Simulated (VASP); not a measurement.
CO2: electric field gradients with LDA

The system is CO2.

```
CELL_PARAMETERS angstrom
4.89175 2.82425 4.05183
-4.89175 2.82425 4.05183
0.00000 -5.64850 4.05183
ATOMIC_POSITIONS crystal
C 0.00000 0.00000 0.00000
C 0.50000 0.50000 0.50000
C 0.49788 0.75000 0.00212
C 0.75000 0.00212 0.49788
C 0.00212 0.49788 0.75000
C 0.99788 0.50212 0.25000
C 0.50212 0.25000 0.99788
C 0.25000 0.99788 0.50212
O 0.90401 0.90401 0.90401
O 0.40401 0.40401 0.40401
O 0.09599 0.09599 0.09599
O 0.59599 0.59599 0.59599
O 0.59856 0.66029 0.10288
O 0.66029 0.10288 0.59856
O 0.10288 0.59856 0.66029
O 0.09856 0.60288 0.16029
O 0.60288 0.16029 0.09856
O 0.16029 0.09856 0.60288
O 0.40144 0.33971 0.89712
O 0.33971 0.89712 0.40144
O 0.89712 0.40144 0.33971
O 0.90144 0.39712 0.83971
O 0.39712 0.83971 0.90144
O 0.83971 0.90144 0.39712
```

```
Program                : VASP 6.6.1
Task                   : electric field gradients
Functional             : LDA
Potentials or basis    : VASP PAW LDA potentials, release 64 (C, O)
Cutoff                 : 520 eV
k mesh                 : 4 × 4 × 4
Occupations            : fermi-dirac, width 0.02 eV
Spin                   : no spin polarisation
Dipole correction      : no
Further INCAR settings : LREAL = Auto; ALGO = Fast; EDIFF = 1e-08; NBANDS = 82
```

```yaml
Pressure: -0.9 GPa
Largest_force: 0.172 eV/Å
Band_gap_on_the_k_mesh: 6.34 eV (least direct gap 6.44 eV)
Largest_electric_field_gradient_by_atom: C -49.8; O +61.9, +61.4 (each value once) V/Å²
```

Forces on the atoms (eV/Å):
```
C    0.000  0.000  0.000
C    0.000  0.000  0.000
C   -0.008 -0.013  0.000
C   -0.008  0.013  0.000
C    0.015  0.000  0.000
C   -0.015  0.000  0.000
C    0.008  0.013  0.000
C    0.008 -0.013  0.000
O    0.000  0.000 -0.163
O    0.000  0.000 -0.163
O    0.000  0.000  0.163
O    0.000  0.000  0.163
O    0.138 -0.088  0.052
O   -0.145 -0.075  0.052
O    0.008  0.163  0.052
O   -0.008  0.163  0.052
O    0.145 -0.075  0.052
O   -0.138 -0.088  0.052
O   -0.138  0.088 -0.052
O    0.145  0.075 -0.052
O   -0.008 -0.163 -0.052
O    0.008 -0.163 -0.052
O   -0.145  0.075 -0.052
O    0.138  0.088 -0.052
```

Levels at points of the mesh, in eV from the valence-band top:
```
           k point  band 61  band 62  band 63  band 64  band 65  band 66  band 67  band 68
(0.00, 0.00, 0.00)    -0.19    -0.19    -0.10    -0.10     6.34     7.33     7.33     7.41
(0.50, 0.00, 0.00)    -0.19    -0.19    -0.13    -0.13     7.34     7.34     7.44     7.44
(0.50, 0.50, 0.00)    -0.32    -0.20    -0.13     0.00     7.57     7.65     7.76     7.81
(0.50, 0.50, 0.50)    -0.14    -0.14    -0.14    -0.14     7.90     7.91     7.96     7.96
```

Electric field gradients, principal values (V/Å²):
```csv
atom,least,middle,greatest (by size)
1 C,24.877,24.877,-49.754
2 C,24.877,24.877,-49.754
3 C,24.874,24.893,-49.768
4 C,24.874,24.893,-49.768
5 C,24.874,24.893,-49.768
6 C,24.874,24.893,-49.768
7 C,24.874,24.893,-49.768
8 C,24.874,24.893,-49.768
9 O,-30.937,-30.937,61.873
10 O,-30.937,-30.937,61.873
11 O,-30.937,-30.937,61.873
12 O,-30.937,-30.937,61.873
13 O,-30.159,-31.264,61.424
14 O,-30.159,-31.264,61.424
15 O,-30.159,-31.264,61.424
16 O,-30.159,-31.264,61.424
17 O,-30.159,-31.264,61.424
18 O,-30.159,-31.264,61.424
19 O,-30.159,-31.264,61.424
20 O,-30.159,-31.264,61.424
21 O,-30.159,-31.264,61.424
22 O,-30.159,-31.264,61.424
23 O,-30.159,-31.264,61.424
24 O,-30.159,-31.264,61.424
```

Wall time 7.4 min on 1 thread of Intel(R) Xeon(R) Platinum 8488C (Sapphire Rapids) (shared host), peak memory 0.4 GiB.

Caveat: without QUAD_EFG the Cq values of the log hold for a quadrupole moment of 1 mb, not for the nuclei. A k mesh can miss the band edges.
